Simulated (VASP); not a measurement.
HfN:

```
Hf N
1.0
     0.00000    2.20995    2.20995
     2.20995    0.00000    2.20995
     2.20995    2.20995    0.00000
Hf N
1 1
Direct
  0.00000 0.00000 0.00000
  0.50000 0.50000 0.50000
```

Base run:

| Property | Result |
| --- | --- |
| Program | VASP 6.6.1 |
| Functional | PBEsol |
| Potentials or basis | VASP PAW PBE potentials, release 64 (Hf_pv, N) |
| Cutoff | 600 eV |
| k mesh | 10 × 10 × 10 |
| Occupations | fermi-dirac, width 0.05 eV |
| Spin | no spin polarisation |

Its results: band gap on the k mesh zero (an odd number of electrons rules out a gap without spin polarisation); pressure 15.2 GPa.

The run is repeated on the same cell with these changes: functional from PBEsol to LDA; potentials or basis from VASP PAW PBE potentials, release 64 (Hf_pv, N) to VASP PAW LDA potentials, release 64 (Hf_pv, N). What comes out?

Band gap on the k mesh zero (an odd number of electrons rules out a gap without spin polarisation); pressure 9.3 GPa.

Caveats: the cell stands under pressure; spin-orbit coupling is left out, which moves the levels of the heavy elements; an odd number of electrons without spin polarisation forces a metal; a magnetic or distorted state may lie lower; the PAW data sets were made with another functional, which shifts forces and pressure a little (at least some runs).
